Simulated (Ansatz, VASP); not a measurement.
# One calculation of LiTaO2, two programs

```
Li Ta O
1.0
     3.61937   -4.45029    0.00000
     3.61937    4.45029    0.00000
     0.00000    0.00000    3.04854
Li Ta O
1 1 2
Direct
  0.00000 0.00000 0.00000
  0.50000 0.50000 0.00000
  0.75538 0.75538 0.00000
  0.24462 0.24462 0.00000
```

Alike in both runs: functional PBE; k mesh 8 × 8 × 16; occupations gaussian, width 0.1 eV; no spin polarisation.

Ansatz relaxed the structure, and its values are those at the end. VASP's run is a single point on that final structure, the one shown.

|  | VASP | Ansatz |
| --- | --- | --- |
| version | VASP 6.6.1 | Ansatz 0.2.0 |
| potentials or method | VASP PAW PBE potentials, release 64 (Li_sv, Ta_sv_GW, O), cutoff 880 eV | scalar-relativistic, plane waves, PAW |
| valence electrons in the cell | 28 | 28 |

```csv
,VASP,Ansatz,Ansatz less VASP
gap on the k mesh at the Fermi level (eV),none,none,-
pressure (GPa),0.2,0.0,-0.23
rms of the force components (eV/Å),0.024,0.000,-0.0231
```

A gap of «none» marks a metal or a gap that the smearing closes. With one functional, cell and mesh, what is left measures potentials, basis and numerics.

Neither program's run includes spin-orbit coupling.
